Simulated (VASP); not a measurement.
Wanted: the native input for a VASP 6.6.1 run.

```yaml
Task: single point
Functional: LDA
Potentials_or_basis: VASP PAW LDA potentials, release 64 (K_sv, Br)
Cutoff: 520 eV
k_mesh: 6 × 6 × 6
Occupations: gaussian, width 0.01 eV
Spin: no spin polarisation
Dipole_correction: no
Further_INCAR_settings: ALGO = Normal; EDIFF = 1e-06; NBANDS = 15
```

The structure of KBr lies in POSCAR:

```
KBr
1.0
    0.0000000000      3.1875533123      3.1875533123
    3.1875533123      0.0000000000      3.1875533123
    3.1875533123      3.1875533123      0.0000000000
K Br
1 1
Direct
    0.0015686012      0.0015686012      0.0015686012
    0.5000000000      0.5000000000      0.5000000000
```

This cell differs from its parent crystal: atom 1 moved by [0.01, 0.01, 0.01] A.

The input as run:

INCAR

```
SYSTEM = KBr
PREC = Accurate
ENCUT = 520
EDIFF = 1E-6
ISMEAR = 0
SIGMA = 0.01
LREAL = .FALSE.
LASPH = .TRUE.
NELM = 100
ALGO = Normal
ISIF = 2
LWAVE = .FALSE.
LCHARG = .TRUE.
GGA = CA
LELF = .TRUE.
LVHAR = .TRUE.
NBANDS = 15
```

KPOINTS

```
Automatic mesh
0
G
  6 6 6
  0 0 0
```

Potentials or basis: VASP PAW LDA potentials, release 64 (K_sv, Br).

Run with:

```bash
$ cat potpaw_LDA.64/K_sv/POTCAR potpaw_LDA.64/Br/POTCAR > POTCAR
$ mpirun -np 1 vasp_std > vasp.out
```

It gave:

| Property | Result |
| --- | --- |
| Pressure | 0.1 GPa |
| Largest force | 0.029 eV/Å |
| Band gap on the k mesh | 4.32 eV, direct |

Caveat: the cell differs from its parent crystal (atom 1 moved by [0.01, 0.01, 0.01] A).

Wall time 13 s on 1 thread of Intel(R) Xeon(R) Platinum 8559C (Emerald Rapids), on a shared host, peak memory 0.18 GiB.
